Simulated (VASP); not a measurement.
Wanted: the native input for a VASP 6.6.1 run.

| Quantity | Value |
| --- | --- |
| Task | single point |
| Functional | r2SCAN |
| Potentials or basis | VASP PAW PBE potentials, release 64 (Mo_sv, S) |
| Cutoff | 520 eV |
| k mesh | 7 × 7 × 7 |
| Occupations | fermi-dirac, width 0.0368 eV |
| Spin | no spin polarisation |
| Dipole correction | no |
| Further INCAR settings | ALGO = Normal; EDIFF = 1e-06; NBANDS = 20 |

Crystal: MoS2.

```xyz
3
Lattice="1.5745 0.9091 6.1287 -1.5745 0.9091 6.1287 0.0000 -1.8181 6.1287" Properties=species:S:1:pos:R:3 pbc="T T T"
Mo    0.0000    0.0000    0.0000
S     0.0000    0.0000    4.5965
S     0.0000    0.0000    7.6670
```

These files were run (other wordings do the same):

POSCAR

```
MoS2
1.0
    1.5745333700      0.9090538500      6.1287216500
   -1.5745333700      0.9090538500      6.1287216500
    0.0000000000     -1.8181176700      6.1287216500
Mo S
1 2
Direct
    0.0000000000      0.0000000000      0.0000000000
    0.2500000000      0.2500000000      0.2500000000
    0.4170000000      0.4170000000      0.4170000000
```

INCAR.step1

```
SYSTEM = MoS2
PREC = Accurate ; ENCUT = 520
ISMEAR = -1 ; SIGMA = 0.0368
LREAL = .FALSE. ; LASPH = .TRUE.
NELM = 100 ; NBANDS = 20
GGA = PE ; ALGO = Normal
EDIFF = 1E-4 ; LWAVE = .TRUE.
LCHARG = .FALSE.
```

INCAR.step2

```
SYSTEM = MoS2
PREC = Accurate ; ENCUT = 520
EDIFF = 1E-6 ; ISMEAR = -1
SIGMA = 0.0368 ; LREAL = .FALSE.
LASPH = .TRUE. ; NELM = 100
ALGO = Normal ; ISIF = 2
LWAVE = .FALSE. ; LCHARG = .FALSE.
METAGGA = R2SCAN ; LMIXTAU = .TRUE.
NBANDS = 20 ; ISTART = 1
```

KPOINTS

```
Automatic mesh
0
G
  7 7 7
  0 0 0
```

Potentials or basis: VASP PAW PBE potentials, release 64 (Mo_sv, S).

The run is started by

```bash
$ cat potpaw_PBE.64/Mo_sv/POTCAR potpaw_PBE.64/S/POTCAR > POTCAR
$ cp INCAR.step1 INCAR
$ mpirun -np 1 vasp_std > vasp.out
$ cp INCAR.step2 INCAR
$ mpirun -np 1 vasp_std > vasp.out
```

It gave:

```json
{
 "Pressure": "6.0 GPa",
 "Largest force": "0.549 eV/Å",
 "Band gap on the k mesh": "1.19 eV, indirect (least direct gap 2.29 eV)"
}
```

Caveat: the PAW data sets were made with another functional, which shifts forces and pressure a little.

Wall time 9.4 min on 1 thread of AMD EPYC 7R43 64-Core Processor (Zen 3) (shared host), peak memory 0.33 GiB.
